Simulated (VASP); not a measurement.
# Hf7S4 (Pm) in VASP: further runs

The runs below take Hf7S4 through single point, with LDA.

Everything below comes from runs of VASP 6.6.1. Logs are shortened: lines on timing, memory, paths and dates and some standing lists are left out, and cuts for length are marked.

## 1. The cell of the first run

Symmetry: Pm, No. 6, monoclinic system. The conventional cell has a = 5.844 Å, b = 3.374 Å, c = 11.717 Å, α = 90.00°, β = 90.00°, γ = 90.00°. Within 3.6 Å of Hf (site symmetry m) lie 3 S at 2.62 Å and 10 Hf at 3.05 to 3.51 Å. Within 3.6 Å of Hf (site symmetry m) lie 3 S at 2.62 Å and 8 Hf at 3.05 to 3.51 Å. Within 3.5 Å of Hf (site symmetry m) lie 3 S at 2.62 Å and 9 Hf at 3.05 to 3.37 Å. Hf (site symmetry m) has 3 S at 2.62 Å and 10 Hf at 3.05 to 3.51 Å within 3.6 Å. Within 3.6 Å of Hf (site symmetry m) lie 3 S at 2.62 Å and 6 Hf at 3.05 to 3.51 Å. Hf (site symmetry m) has 3 S at 2.62 Å and 9 Hf at 3.05 to 3.51 Å within 3.6 Å. Hf (site symmetry m) has 3 S at 2.62 Å and 10 Hf at 3.05 to 3.51 Å within 3.6 Å. S (site symmetry m) has 6 Hf at 2.62 Å and 6 S at 3.37 Å within 3.5 Å.

## 2. Single point, LDA

File INCAR:

```
SYSTEM = Hf7S4
  PREC = Accurate
  ENCUT = 500
  EDIFF = 1E-6
  ISMEAR = 0
  SIGMA = 0.05
  LREAL = .False.
  LASPH = .True.
  NELM = 120
  ALGO = Normal
  ISIF = 2
  LWAVE = .False.
  LCHARG = .False.
  NBANDS = 58
  GGA_COMPAT = .False.
  KPAR = 4
```

File KPOINTS:

```
Automatic mesh
0
Gamma
  6 11 3
  0 0 0
```

File POSCAR:

```
Hf7S4
1.0
    6.7485480000      0.0000000000      0.0000000000
   -1.6871370000      2.9222070000      0.0000000000
    0.0000000000      0.0000000000     11.7174070000
Hf S
7 4
Direct
    0.3333340000      0.3333330000      0.8998120000
    0.3333340000      0.3333330000      0.6001880000
    0.1666660000      0.6666670000      0.1001880000
    0.8333330000      0.3333330000      0.8998120000
    0.6666670000      0.6666670000      0.3998120000
    0.8333330000      0.3333330000      0.6001880000
    0.6666670000      0.6666670000      0.1001880000
    0.0000000000      0.0000000000      0.7500000000
    0.0000000000      0.0000000000      0.2500000000
    0.5000000000      0.0000000000      0.7500000000
    0.5000000000      0.0000000000      0.2500000000
```

Potentials or basis: VASP PAW LDA potentials, release 64 (Hf_pv, S).

On the command line:

```sh
cat potpaw_LDA.64/Hf_pv/POTCAR potpaw_LDA.64/S/POTCAR > POTCAR
mpirun -np 4 vasp_std > vasp.out
```

OUTCAR:

```text
SYSTEM = Hf7S4
   PREC = Accurate
   ENCUT = 500
   EDIFF = 1E-6
   ISMEAR = 0
   LREAL = .False.
   LASPH = .True.
   NELM = 120
   ISIF = 2

 ion  position               nearest neighbor table
   1  0.333  0.333  0.900-  10 2.62  10 2.62   8 2.62   3 3.05   7 3.05   3 3.05   4 3.37   4 3.37
                             4 3.37   4 3.37   2 3.51
   2  0.333  0.333  0.600-  10 2.62  10 2.62   8 2.62   5 3.05   6 3.37   6 3.37   6 3.37   6 3.37
                             1 3.51
   3  0.167  0.667  0.100-   9 2.62   9 2.62  11 2.62   1 3.05   4 3.05   1 3.05   7 3.37   7 3.37
                             7 3.37   7 3.37
   4  0.833  0.333  0.900-  10 2.62   8 2.62   8 2.62   7 3.05   3 3.05   7 3.05   1 3.37   1 3.37
                             1 3.37   1 3.37   6 3.51
   5  0.667  0.667  0.400-   9 2.62  11 2.62  11 2.62   6 3.05   2 3.05   6 3.05   7 3.51
   6  0.833  0.333  0.600-  10 2.62   8 2.62   8 2.62   5 3.05   5 3.05   2 3.37   2 3.37   2 3.37
                             2 3.37   4 3.51
   7  0.667  0.667  0.100-   9 2.62  11 2.62  11 2.62   4 3.05   1 3.05   4 3.05   3 3.37   3 3.37
                             3 3.37   3 3.37   5 3.51
   8  0.000  0.000  0.750-   4 2.62   6 2.62   4 2.62   6 2.62   1 2.62   2 2.62
   9  0.000  0.000  0.250-   3 2.62   5 2.62   7 2.62   3 2.62
  10  0.500  0.000  0.750-   1 2.62   2 2.62   4 2.62   6 2.62   1 2.62   2 2.62
  11  0.500  0.000  0.250-   5 2.62   7 2.62   5 2.62   7 2.62   3 2.62

  Warning from LATTYP: Monoclinic adjustment (A1->A3, A2->A1, A3->A2)!
  LATTYP: Found a simple orthorhombic cell.
 ALAT       =     3.3742739971
 B/A-ratio  =     1.7320508086
 C/A-ratio  =     3.4725712879

  Lattice vectors:

 A1 = (   1.6871370000,  -2.9222070000,   0.0000000000)
 A2 = (   5.0614110000,   2.9222070000,   0.0000000000)
 A3 = (   0.0000000000,   0.0000000000,  11.7174070000)

Analysis of symmetry for initial positions (statically):
=====================================================================
 Subroutine PRICEL returns:
 Original cell was already a primitive cell.

 Routine SETGRP: Setting up the symmetry group for a
 simple orthorhombic supercell.

 Subroutine GETGRP returns: Found  2 space group operations
 (whereof  2 operations were pure point group operations)
 out of a pool of  8 trial point group operations.

The static configuration has the point symmetry C_1h.

Analysis of symmetry for dynamics (positions and initial velocities):
=====================================================================
 Subroutine PRICEL returns:
 Original cell was already a primitive cell.

 Routine SETGRP: Setting up the symmetry group for a
 simple orthorhombic supercell.

 Subroutine GETGRP returns: Found  2 space group operations
 (whereof  2 operations were pure point group operations)
 out of a pool of  8 trial point group operations.

The dynamic configuration has the point symmetry C_1h.

 Subroutine INISYM returns: Found  2 space group operations
 (whereof  2 operations are pure point group operations),
 and found     1 'primitive' translations

----------------------------------------------------------------------------------------

                                     Primitive cell

  volume of cell :     231.0749

  direct lattice vectors                    reciprocal lattice vectors
     6.748548000  0.000000000  0.000000000     0.148180023  0.085551776  0.000000000
    -1.687137000  2.922207000  0.000000000     0.000000000  0.342207106  0.000000000
     0.000000000  0.000000000 11.717407000     0.000000000  0.000000000  0.085343114

  length of vectors
     6.748548000  3.374273997 11.717407000     0.171103553  0.342207106  0.085343114

  position of ions in fractional coordinates (direct lattice)
     0.333334000  0.333333000  0.899812000
     0.333334000  0.333333000  0.600188000
     0.166666000  0.666667000  0.100188000
     0.833333000  0.333333000  0.899812000
     0.666667000  0.666667000  0.399812000
     0.833333000  0.333333000  0.600188000
     0.666667000  0.666667000  0.100188000
     0.000000000  0.000000000  0.750000000
     0.000000000  0.000000000  0.250000000
     0.500000000  0.000000000  0.750000000
     0.500000000  0.000000000  0.250000000

  ion indices of the primitive-cell ions
   primitive index   ion index
                 1           1
                 2           2
                 3           3
                 4           4
                 5           5
                 6           6
                 7           7
                 8           8
                 9           9
                10          10
                11          11

----------------------------------------------------------------------------------------

 KPOINTS: Automatic mesh

Automatic generation of k-mesh.
 Grid dimensions read from file:
 generate k-points for:    6   11    3

 Generating k-lattice:

  Cartesian coordinates                     Fractional coordinates (reciprocal lattice)
     0.024696671  0.014258629  0.000000000     0.166666667  0.000000000  0.000000000
     0.000000000  0.031109737  0.000000000     0.000000000  0.090909091  0.000000000
     0.000000000  0.000000000  0.028447705     0.000000000  0.000000000  0.333333333

  Length of vectors
     0.028517259  0.031109737  0.028447705

  Shift w.r.t. Gamma in fractional coordinates (k-lattice)
     0.000000000  0.000000000  0.000000000

 -----------------------------------------------------------------------------
|                                                                             |
|           W    W    AA    RRRRR   N    N  II  N    N   GGGG   !!!           |
|           W    W   A  A   R    R  NN   N  II  NN   N  G    G  !!!           |
|           W    W  A    A  R    R  N N  N  II  N N  N  G       !!!           |
|           W WW W  AAAAAA  RRRRR   N  N N  II  N  N N  G  GGG   !            |
|           WW  WW  A    A  R   R   N   NN  II  N   NN  G    G                |
|           W    W  A    A  R    R  N    N  II  N    N   GGGG   !!!           |
|                                                                             |
|     Your reciprocal lattice and k-lattice belong to different lattice       |
|     classes:                                                                |
|                                                                             |
|        The reciprocal lattice is simple orthorhombic,                       |
|        whereas your k-lattice is simple monoclinic.                         |
|                                                                             |
|     Results are often still useful ...                                      |
|                                                                             |
 -----------------------------------------------------------------------------

 WARNING: IBZKPT: internal override: KBLOWUP is changed to .FALSE.
      ... skipping the blow-up phase ...

 Subroutine IBZKPT returns following result:
 ===========================================

 Found    100 irreducible k-points:

 Following reciprocal coordinates:
            Coordinates               Weight
  0.000000  0.000000  0.000000      1.000000
  0.166667 -0.000000  0.000000      2.000000
  0.333333  0.000000  0.000000      2.000000
  0.500000  0.000000  0.000000      1.000000
  0.000000  0.090909  0.000000      2.000000
  0.166667  0.090909  0.000000      2.000000
[... 16 lines left out ...]
  0.000000  0.363636  0.000000      2.000000
  0.166667  0.363636  0.000000      2.000000
 [... further k-points ...]
   k-points           NKPTS =    100   k-points in BZ     NKDIM =    100   number of bands    NBANDS=     58
   number of dos      NEDOS =    301   number of ions     NIONS =     11
   total plane-waves  NPLWV = 126000
   dimension x,y,z NGX =    50 NGY =   28 NGZ =   90
   dimension x,y,z NGXF=   100 NGYF=   56 NGZF=  180
   ions per type =               7   4
   NGX,Y,Z   is equivalent  to a cutoff of  12.32, 13.80, 12.77 a.u.
   NGXF,Y,Z  is equivalent  to a cutoff of  24.63, 27.59, 25.54 a.u.
 SYSTEM =  Hf7S4
   PREC   = accura    normal or accurate (medium, high low for compatibility)
   ISTART =      0    job   : 0-new  1-cont  2-samecut
   ICHARG =      2    charge: 1-file 2-atom 10-const
   ISPIN  =      1    spin polarized calculation?
   LNONCOLLINEAR =      F non collinear calculations
   LSORBIT =      F    spin-orbit coupling
   LASPH  =      T    aspherical Exc in radial PAW
   ENCUT  =  500.0 eV  36.75 Ry    6.06 a.u.  12.30  6.15 21.36*2*pi/ulx,y,z
   NELM   =    120;   NELMIN=  2; NELMDL= -5     # of ELM steps
   EDIFF  = 0.1E-05   stopping-criterion for ELM
   LREAL  =      F    real-space projection
   EDIFFG = 0.1E-04   stopping-criterion for IOM
   NSW    =      0    number of steps for IOM
   IBRION =     -1    ionic relax: 0-MD 1-quasi-New 2-CG
   NFREE  =      0    steps in history (QN), initial steepest desc. (CG)
   ISIF   =      2    stress and relaxation
   ISYM   =      2    0-nonsym 1-usesym 2-fastsym
   POTIM  = 0.5000    time-step for ionic-motion
   TEBEG  =    0.0;   TEEND  =   0.0 temperature during run
   PSTRESS=    0.0 pullay stress
   NELECT =      94.0000    total number of electrons
   NUPDOWN=      -1.0000    fix difference up-down
   EMIN   =  10.00;   EMAX   =-10.00  energy-range for DOS
   EFERMI =   0.00;   METHOD = LEGACY
   ISMEAR =     0;   SIGMA  =   0.05  broadening in eV -4-tet -1-fermi 0-gaus
   EFERMI_NEDOS =   21; number of points for ismear=-14 and -15
   IALGO  =     38    algorithm
   IMIX   =      4    mixing-type and parameters
     AMIX     =   0.40;   BMIX     =  1.00
     AMIX_MAG =   1.60;   BMIX_MAG =  1.00
  volume/ion in A,a.u.               =      21.01       141.76
  Fermi-wavevector in a.u.,A,eV,Ry     =   1.213016  2.292268 20.019716  1.471408
  Thomas-Fermi vector in A             =   2.348482
   LORBIT       =      0    0 simple, 1 ext, 2 COOP (PROOUT), +10 PAW based schemes
   GGA     = CA    functional components
   LHFCALC =     F    Hartree Fock is set to
   AEXX    =    0.0000 exact exchange contribution
   IVDW    =     0    specifies the selected vdW correction
   LEPSILON=     F    determine dielectric tensor
   LRPA    =     F    only Hartree local field effects (RPA)
 non-spin polarized calculation
 Gauss-broadening in eV      SIGMA  =   0.05
  energy-cutoff  :      500.00
  volume of cell :      231.07
 maximum number of plane-waves:      5900
 NGX is ok and might be reduce to    50
   NGX = 25   NGY = 13   NGZ = 43

 number of electron      94.0000003 magnetization

 Free energy of the ion-electron system (eV)
  ---------------------------------------------------
  ext. energy  EPLUGINS =         0.00000000
  ---------------------------------------------------
  free energy    TOTEN  =      -103.71744611 eV

  energy without entropy =     -103.70935393  energy(sigma->0) =     -103.71340002

 E-fermi :   5.1118     XC(G=0): -11.0138

 val. band max:        5.1096159327   @ k =  -0.1667   0.4545   0.3333
 cond. band min:       5.1127878706   @ k =   0.0000   0.2727   0.3333
 fundamental gap:      0.0031719379
 Fermi energy:         5.1117856999

 k-point     1 :       0.0000    0.0000    0.0000
  band No.  band energies     occupation
      1     -26.1515      2.00000
      2     -26.0119      2.00000
      3     -25.9677      2.00000
      4     -25.7521      2.00000
      5     -25.7148      2.00000
      6     -25.6713      2.00000
[... 1453 lines left out ...]
     57       8.1444      0.00000
     58       8.3392      0.00000

 [... further k-points ...]

------------------------ aborting loop because EDIFF is reached ----------------------------------------

  FORCE on cell =-STRESS in cart. coord.  units (eV):
  Direction    XX          YY          ZZ          XY          YZ          ZX
  --------------------------------------------------------------------------------------
  -------------------------------------------------------------------------------------
  Total      -10.9884046    -11.5256129    -11.2838124      0.4652361     -0.2147660     -0.3719854
  in kB      -76.1890207    -79.9137994    -78.2372553      3.2257531     -1.4890977     -2.5791920
  external PRESSURE =     -78.1133585 kB  Pullay stress =       0.0000000 kB

 VOLUME and BASIS-vectors are now :
 -----------------------------------------------------------------------------
  energy-cutoff  :      500.00
  volume of cell :      231.07
      direct lattice vectors                 reciprocal lattice vectors
     6.748548000  0.000000000  0.000000000     0.148180023  0.085551776  0.000000000
    -1.687137000  2.922207000  0.000000000     0.000000000  0.342207106  0.000000000
     0.000000000  0.000000000 11.717407000     0.000000000  0.000000000  0.085343114

 POSITION                                       TOTAL-FORCE (eV/Angst)
 -----------------------------------------------------------------------------------
      1.68714      0.97407     10.54346        -0.043515     -0.025124     -0.264804
      1.68714      0.97407      7.03265        -0.474738     -0.274090      0.818871
     -0.00001      1.94814      1.17394        -0.393803     -0.227362      1.125858
      5.06141      0.97407     10.54346         0.026502      0.015301     -0.265381
      3.37428      1.94814      4.68476         0.851353      0.491529     -1.148116
      5.06141      0.97407      7.03265        -0.040485     -0.023374      0.434987
      3.37428      1.94814      1.17394         0.388574      0.224344      0.578872
      0.00000      0.00000      8.78806         0.126510      0.073041     -0.095878
      0.00000      0.00000      2.92935        -0.306316     -0.176852     -0.746430
      3.37427      0.00000      8.78806        -0.083500     -0.048209     -0.255558
      3.37427      0.00000      2.92935        -0.050582     -0.029204     -0.182421
 -----------------------------------------------------------------------------------
    total drift:                               -0.000649      0.000827      0.000433

  FREE ENERGIE OF THE ION-ELECTRON SYSTEM (eV)
  ---------------------------------------------------
  free  energy   TOTEN  =      -103.7174461126 eV

  energy  without entropy=     -103.7093539319  energy(sigma->0) =     -103.71340002
```

It took 5.2 min on 4 MPI ranks of Intel Xeon 6975P-C (Granite Rapids), shared host; peak memory 0.91 GiB.

What came out:

* Free energy: -103.7174 eV
* Pressure: -7.8 GPa
* Largest force: 1.511 eV/Å
* Band gap on the k mesh: zero (bands 47 and 48 overlap by 0.39 eV)

Forces in eV/Å, atoms in the order of the input:
```
Hf  -0.044 -0.025 -0.265
Hf  -0.475 -0.274  0.819
Hf  -0.394 -0.227  1.126
Hf   0.027  0.015 -0.265
Hf   0.851  0.492 -1.148
Hf  -0.040 -0.023  0.435
Hf   0.389  0.224  0.579
S    0.127  0.073 -0.096
S   -0.306 -0.177 -0.746
S   -0.084 -0.048 -0.256
S   -0.051 -0.029 -0.182
```

Caveat: the cell stands under tension; spin-orbit coupling is left out, which moves the levels of the heavy elements; forces of over 1 eV/Å act on the atoms, so gaps and moduli don't describe the material at rest.

[end of part 1 of 2]
